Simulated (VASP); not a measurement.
The system is Fe.

```
Fe
1.0
    -1.43152    1.43152    1.43152
     1.43152   -1.43152    1.43152
     1.43152    1.43152   -1.43152
Fe
1
Direct
  0.00000 0.00000 0.00000
```

| Quantity | Value |
| --- | --- |
| Program | VASP 6.6.1 |
| Task | relaxation of cell and atoms |
| Functional | PBE |
| Potentials or basis | VASP PAW PBE potentials, release 64 (Fe) |
| Cutoff | 600 eV |
| k mesh | 20 × 20 × 20 |
| Occupations | gaussian, width 0.1 eV |
| Spin | collinear spin, ferromagnetic start |
| Starting moments | [2.65] μB |

At the start: pressure -5.8 GPa; volume 11.73 Å³/atom.

Problem. How do energy, volume and symmetry change on relaxing?

Solution. Over 3 steps the energy falls by 7.0 meV/atom and the volume is 11.35 Å³/atom (-3.3 %); space group Im-3m (No. 229, to 0.1 Å) before and after; moment 2.20 μB per cell.

The path:
| step | energy change (eV) | largest force (eV/Å) | pressure (GPa) | volume (Å³) |
| --- | --- | --- | --- | --- |
| 1 | 0.0000 | 0.0000 | -5.79 | 11.73 |
| 2 | -0.0018 | 0.0000 | 5.37 | 11.03 |
| 3 | -0.0070 | 0.0000 | 0.05 | 11.35 |

Final structure:
```
Fe
1.0
    -1.41580    1.41580    1.41580
     1.41580   -1.41580    1.41580
     1.41580    1.41580   -1.41580
Fe
1
Direct
  0.00000 0.00000 0.00000
```
